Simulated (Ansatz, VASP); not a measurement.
## Te: VASP beside Ansatz

Contents of INCAR:

```
ALGO     = Normal         # electronic algorithm
EDIFF    = 1E-6           # SCF threshold, eV
ENCUT    = 520            # plane-wave cutoff, eV
GGA      = PE             # functional
ISIF     = 2              # what is computed and relaxed
ISMEAR   = 0              # smearing method
LASPH    = T              # aspherical terms in the spheres
LCHARG   = F              # write CHGCAR
LREAL    = F              # projectors in reciprocal space
LWAVE    = F              # write WAVECAR
NBANDS   = 13             # bands
NELM     = 60             # most SCF steps
PREC     = Accurate       # precision mode
SIGMA    = 0.1            # smearing width, eV
```

File KPOINTS:

```
k-points
0
Gamma
  6 6 6
```

File POSCAR:

```
Te
1.0
    2.2141731743      1.2783534782      4.1059186877
   -2.2141731743      1.2783534782      4.1059186877
    0.0000000000     -2.5567069564      4.1059186877
Te
2
Direct
    0.2275400000      0.2275400000      0.2275400000
    0.7724600000      0.7724600000      0.7724600000
```

Input for Ansatz:

```yaml
crystal:
  lattice:
    - [2.2141731743, 1.2783534782, 4.1059186877]
    - [-2.2141731743, 1.2783534782, 4.1059186877]
    - [0.0, -2.5567069564, 4.1059186877]
  atoms:
    - { symbol: Te, position: [0.22754, 0.22754, 0.22754] }
    - { symbol: Te, position: [0.77246, 0.77246, 0.77246] }
basis:
  ecutwfc: 420
kpoints:
  mp_grid: { grid: [6, 6, 6] }
hamiltonian:
  xc: pbe
scf:
  occupations: { method: gaussian, width: 0.1 }
  lower_state_search: "off"
output:
  forces: true
  stress: true
  eigenvalues: true
```

Alike in both runs: task single point; functional PBE; k mesh 6 × 6 × 6; occupations gaussian, width 0.1 eV; no spin polarisation.

|  | VASP | Ansatz |
| --- | --- | --- |
| version | VASP 6.6.1 | Ansatz 0.2.0 |
| potentials or method | VASP PAW PBE potentials, release 64 (Te), cutoff 520 eV | scalar-relativistic, plane waves, PAW |
| valence electrons in the cell | 12 | 32 |

|  | VASP | Ansatz | Ansatz less VASP |
| --- | --- | --- | --- |
| gap on the k mesh at the Fermi level (eV) | none | none | - |
| pressure (GPa) | 2.4 | 2.4 | -0.01 |
| traceless stress, the component that is largest in VASP (GPa) | -3.68 | -3.65 | +0.033 |
| rms of the force components (eV/Å) | 0.903 | 0.906 | +0.0030 |

Atom by atom the forces differ by 0.003 eV/Å (rms over components). A gap of «none» marks a metal or a gap that the smearing closes. The functional is the same, so the differences come from potentials, cutoffs and numerics. VASP's potentials hold 12 valence electrons a cell and Ansatz's 32, so a difference there can come from the potentials and not from the codes.

Neither program's run includes spin-orbit coupling.
